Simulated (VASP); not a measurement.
Set up this calculation in VASP 6.6.1, as the native input.

| Quantity | Value |
| --- | --- |
| Task | single point |
| Functional | PBE |
| Potentials or basis | VASP PAW PBE potentials, release 64 (Al, Ga_d, Sb) |
| Cutoff | 520 eV |
| k mesh | 6 × 6 × 1 |
| Occupations | gaussian, width 0.1 eV |
| Spin | no spin polarisation |
| Dipole correction | no |
| Further INCAR settings | ALGO = Normal; EDIFF = 1e-06; NBANDS = 46 |

The structure of Al2GaSb3 lies in POSCAR:

```
Al2GaSb3
1.0
    4.3860673000      0.0000000000      0.0000000000
   -2.1930337000      3.7984457000      0.0000000000
    0.0000000000      0.0000000000     21.6732778000
Al Ga Sb
4 2 6
Direct
    0.6666667000      0.3333333000      0.1665450000
    0.6666667000      0.3333333000      0.8334200000
    0.3333333000      0.6666667000      0.3334200000
    0.3333333000      0.6666667000      0.6665450000
    0.6666667000      0.3333333000      0.5003590000
    0.3333333000      0.6666667000      0.0003590000
    0.6666667000      0.3333333000      0.2914320000
    0.6666667000      0.3333333000      0.6248250000
    0.6666667000      0.3333333000      0.9583190000
    0.3333333000      0.6666667000      0.1248250000
    0.3333333000      0.6666667000      0.4583190000
    0.3333333000      0.6666667000      0.7914320000
```

One way to write it, as run:

INCAR

```
SYSTEM = Al2GaSb3
PREC = Accurate
ENCUT = 520
EDIFF = 1E-6
ISMEAR = 0
SIGMA = 0.1
LREAL = .False.
LASPH = .True.
NELM = 100
ALGO = Normal
ISIF = 2
LWAVE = .False.
LCHARG = .False.
GGA = PE
NBANDS = 46
```

KPOINTS

```
regular mesh
0
Gamma
  6 6 1
  0 0 0
```

Potentials or basis: VASP PAW PBE potentials, release 64 (Al, Ga_d, Sb).

Command:

```sh
$ cat potpaw_PBE.64/Al/POTCAR potpaw_PBE.64/Ga_d/POTCAR potpaw_PBE.64/Sb/POTCAR > POTCAR
$ mpirun -np 1 vasp_std > vasp.out
```

It gave:

```json
{
 "Pressure": "0.1 GPa",
 "Largest force": "0.012 eV/Å",
 "Band gap on the k mesh": "0.32 eV, direct"
}
```

Caveat: spin-orbit coupling is left out, which moves the levels of the heavy elements.

Run time: 3 min on 1 thread of Intel(R) Xeon(R) Platinum 8375C CPU @ 2.90GHz (Ice Lake) (shared host), peak memory 0.53 GiB.
